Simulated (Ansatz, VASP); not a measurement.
# TiSi2 in VASP and in Ansatz

Contents of INCAR:

```
SYSTEM = TiSi2
PREC = Accurate
ENCUT = 520
EDIFF = 1E-6
ISMEAR = 0
SIGMA = 0.15
LREAL = .False.
LASPH = .True.
NELM = 80
ALGO = Normal
ISIF = 2
LWAVE = .False.
LCHARG = .True.
LELF = .True.
LVHAR = .True.
NBANDS = 17
```

The input KPOINTS:

```
Automatic mesh
0
Gamma
  18 18 18
  0 0 0
```

The input POSCAR:

```
TiSi2
1.0
   -1.4794824127      1.7146438417      4.2097569496
    1.4794824127     -1.7146438417      4.2097569496
    1.4794824127      1.7146438417     -4.2097569496
Ti Si
1 2
Direct
    0.0000000000      0.0000000000      0.0000000000
    0.3248867003      0.3248867003      0.0000000000
    0.6751132997      0.6751132997      0.0000000000
```

Input for Ansatz:

```yaml
crystal:
  lattice:
    - [-1.4794824127, 1.7146438417, 4.2097569496]
    - [1.4794824127, -1.7146438417, 4.2097569496]
    - [1.4794824127, 1.7146438417, -4.2097569496]
  atoms:
    - { symbol: Ti, position: [0.0, 0.0, 0.0] }
    - { symbol: Si, position: [0.3248867003, 0.3248867003, 0.0] }
    - { symbol: Si, position: [0.6751132997, 0.6751132997, 0.0] }
basis:
  ecutwfc: 520.0
kpoints:
  mp_grid: { grid: [18, 18, 18] }
hamiltonian:
  xc: lda
  pseudopotentials: { kind: paw, azcp: { folder: soft_1 } }
scf:
  occupations: { method: gaussian, width: 0.15 }
output:
  forces: true
  stress: true
  eigenvalues: true
```

Alike in both runs: task single point; functional LDA; k mesh 18 × 18 × 18; occupations gaussian, width 0.15 eV; no spin polarisation.

|  | VASP | Ansatz |
| --- | --- | --- |
| version | VASP 6.6.1 | Ansatz 0.2.0 |
| potentials or method | VASP PAW LDA potentials, release 64 (Ti_sv, Si), cutoff 520 eV | scalar-relativistic, plane waves, PAW |
| valence electrons in the cell | 20 | 20 |

```tsv
	VASP	Ansatz	Ansatz less VASP
gap on the k mesh at the Fermi level (eV)	none	none	-
pressure (GPa)	-7.0	-7.2	-0.19
traceless stress, the component that is largest in VASP (GPa)	-1.53	-1.54	-0.007
rms of the force components (eV/Å)	0.205	0.207	+0.0016
```

Ansatz warns that its potentials were made for another functional, while VASP's fit it. LDA's correlation is that of Perdew and Zunger in VASP and of Perdew and Wang (1992) in Ansatz. Atom by atom the forces differ by 0.002 eV/Å (rms over components). A gap of «none» marks a metal or a gap that the smearing closes.
